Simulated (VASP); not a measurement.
# Mo: single point with PBE

The system is Mo.

```xyz
1
Lattice="-1.5734 1.5734 1.5734 1.5734 -1.5734 1.5734 1.5734 1.5734 -1.5734" Properties=species:S:1:pos:R:3 pbc="T T T"
Mo    0.0000    0.0000    0.0000
```

| Quantity | Value |
| --- | --- |
| Program | VASP 6.6.1 |
| Task | single point |
| Functional | PBE |
| Potentials or basis | VASP PAW PBE potentials, release 64 (Mo_sv) |
| Cutoff | 500 eV |
| k mesh | 13 × 13 × 13 |
| Occupations | gaussian, width 0.5 eV |
| Spin | no spin polarisation |

* Pressure: 4.2 GPa
* Band gap on the k mesh: zero (bands 7 and 8 overlap by 4.99 eV)

Levels at points of the mesh, in eV from the Fermi level:
```
           k point  band 4  band 5  band 6  band 7  band 8  band 9  band 10  band 11
(0.00, 0.00, 0.00)  -34.53   -7.24   -1.36   -1.36   -1.36    1.68     1.68    14.84
```

Wall time 8.4 s on 1 thread of Intel(R) Xeon(R) Platinum 8375C CPU @ 2.90GHz (Ice Lake), on a shared host, peak memory 0.13 GiB.

Caveat: the cell stands under pressure; so wide a smearing shifts energies and pressures.
